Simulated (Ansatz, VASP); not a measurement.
Two plane-wave programs on TaN

INCAR

```
SYSTEM = TaN
PREC = Accurate
ENCUT = 520
EDIFF = 1E-7
ISMEAR = 0
SIGMA = 0.15
LREAL = .FALSE.
LASPH = .TRUE.
NELM = 100
ALGO = Normal
ISIF = 2
LWAVE = .FALSE.
LCHARG = .FALSE.
GGA = PS
NBANDS = 15
```

KPOINTS

```
Automatic mesh
0
G
  24 24 24
  0 0 0
```

File POSCAR:

```
TaN
1.0
    2.9640486671      0.0000000000      0.0000000000
   -1.4820243336      2.5669414438      0.0000000000
    0.0000000000      0.0000000000      2.7936552635
Ta N
1 1
Direct
    0.3333333333      0.6666666667      0.5000000000
    0.0000000000      0.0000000000      0.0000000000
```

Input for Ansatz:

```yaml
crystal:
  lattice:
    - [2.9640486671, 0.0, 0.0]
    - [-1.4820243336, 2.5669414438, 0.0]
    - [0.0, 0.0, 2.7936552635]
  atoms:
    - { symbol: Ta, position: [0.3333333333, 0.6666666667, 0.5] }
    - { symbol: "N", position: [0.0, 0.0, 0.0] }
basis:
  ecutwfc: 420
kpoints:
  mp_grid: { grid: [24, 24, 24] }
hamiltonian:
  xc: pbesol
scf:
  occupations: { method: gaussian, width: 0.15 }
output:
  forces: true
  stress: true
  eigenvalues: true
```

Alike in both runs: task single point; functional PBEsol; k mesh 24 × 24 × 24; occupations gaussian, width 0.15 eV; no spin polarisation.

|  | VASP | Ansatz |
| --- | --- | --- |
| version | VASP 6.6.1 | Ansatz 0.2.0 |
| potentials or method | VASP PAW PBE potentials, release 64 (Ta_pv, N), cutoff 520 eV | scalar-relativistic, plane waves, PAW |
| valence electrons in the cell | 16 | 18 |

VASP gave:

| Item | Value |
| --- | --- |
| gap on the k mesh at the Fermi level (eV) | none |
| pressure (GPa) | 2.4 |
| traceless stress, the component that is largest in VASP (GPa) | 18.32 |

Problem. Which values does Ansatz return?

Solution. gap on the k mesh at the Fermi level (eV): none; pressure (GPa): 1.5; traceless stress, the component that is largest in VASP (GPa): 18.16.

VASP's potentials were made for PBE, not for PBEsol. A gap of «none» marks a metal or a gap that the smearing closes. VASP's potentials hold 16 valence electrons a cell and Ansatz's 18, so a difference there can come from the potentials and not from the codes.

Neither program's run includes spin-orbit coupling.
